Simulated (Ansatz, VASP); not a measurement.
Two plane-wave programs on BN

```
CELL_PARAMETERS angstrom
0.00000 1.78581 1.75861
1.78581 0.00000 1.75861
1.78581 1.78581 0.00000
ATOMIC_POSITIONS crystal
B 0.00000 0.00000 0.00000
N 0.75000 0.75000 0.75000
```

Change from the starting cell: strain -0.015 along x and y, -0.030 along z, atoms carried along.

Alike in both runs: task single point; functional PBE; k mesh 12 × 12 × 12; occupations gaussian, width 0.05 eV; no spin polarisation.

```csv
,VASP,Ansatz
version,VASP 6.6.1,Ansatz 0.2.0
potentials or method,"VASP PAW PBE potentials, release 64 (B, N), cutoff 520 eV","scalar-relativistic, plane waves, PAW"
valence electrons in the cell,8,8
```

```csv
,VASP,Ansatz,Ansatz less VASP
gap on the k mesh at the Fermi level (eV),4.23,4.24,+0.010
least direct gap on the mesh (eV),8.89,8.90,+0.009
pressure (GPa),25.1,24.7,-0.43
"traceless stress, the component that is largest in VASP (GPa)",6.45,6.45,-0.002
```
